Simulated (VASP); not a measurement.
# Fe: relaxation of shape and atoms at fixed volume with PBE

Fe:

```
Fe
1.0
     2.40979    0.00000    0.00000
    -1.20489    2.08694    0.00000
     0.00000    0.00000    3.81250
Fe
2
Direct
  0.33333 0.66667 0.25000
  0.66667 0.33333 0.75000
```

This isn't the form of Fe at room conditions, which is bcc.

```json
{"Program": "VASP 6.6.1", "Task": "relaxation of shape and atoms at fixed volume", "Functional": "PBE", "Potentials or basis": "VASP PAW PBE potentials, release 64 (Fe)", "Cutoff": "600 eV", "k mesh": "21 × 21 × 12", "Occupations": "gaussian, width 0.1 eV", "Spin": "no spin polarisation", "Dipole correction": "no", "Further INCAR settings": "ALGO = Normal; EDIFF = 1e-07; IBRION = 2; EDIFFG = -0.01; NSW = 50; ISIF = 4"}
```

```
Pressure after relaxing : 19.7 GPa
Band gap on the k mesh  : zero (bands 8 and 9 overlap by 2.05 eV)
```

Stress tensor (GPa, compression positive):
```
19.64  0.00  0.00
 0.00 19.64  0.00
 0.00  0.00 19.84
```

Final structure:
```cif
data_structure
_symmetry_space_group_name_H-M 'P 1'
_symmetry_Int_Tables_number 1
_cell_length_a 2.4098
_cell_length_b 2.4098
_cell_length_c 3.8125
_cell_angle_alpha 90.000
_cell_angle_beta 90.000
_cell_angle_gamma 120.000
_cell_volume 19.17
loop_
_atom_site_label
_atom_site_type_symbol
_atom_site_fract_x
_atom_site_fract_y
_atom_site_fract_z
_atom_site_occupancy
Fe1 Fe 0.33333 0.66667 0.25000 1
Fe2 Fe 0.66667 0.33333 0.75000 1
```

Levels at points of the mesh, in eV from the Fermi level:
| k point | band 4 | band 5 | band 6 | band 7 | band 8 | band 9 | band 10 | band 11 | band 12 |
| --- | --- | --- | --- | --- | --- | --- | --- | --- | --- |
| (0.00, 0.00, 0.00) | -1.80 | -1.67 | -1.29 | -1.29 | -0.92 | -0.92 | 0.57 | 0.78 | 0.78 |
| (0.00, 0.00, 0.50) | -2.25 | -1.93 | -1.93 | -1.93 | -1.93 | 0.35 | 0.35 | 0.35 | 0.35 |

Run time: 88 s on 1 thread of Intel Xeon 8259CL, on a shared host, peak memory 0.21 GiB.

Caveat: the relaxation stopped at its first step, so nothing moved; the run has no spin polarisation, though such a crystal can be magnetic. Spin polarisation is off, so any magnetic state and its effect on volume and gap are missing.
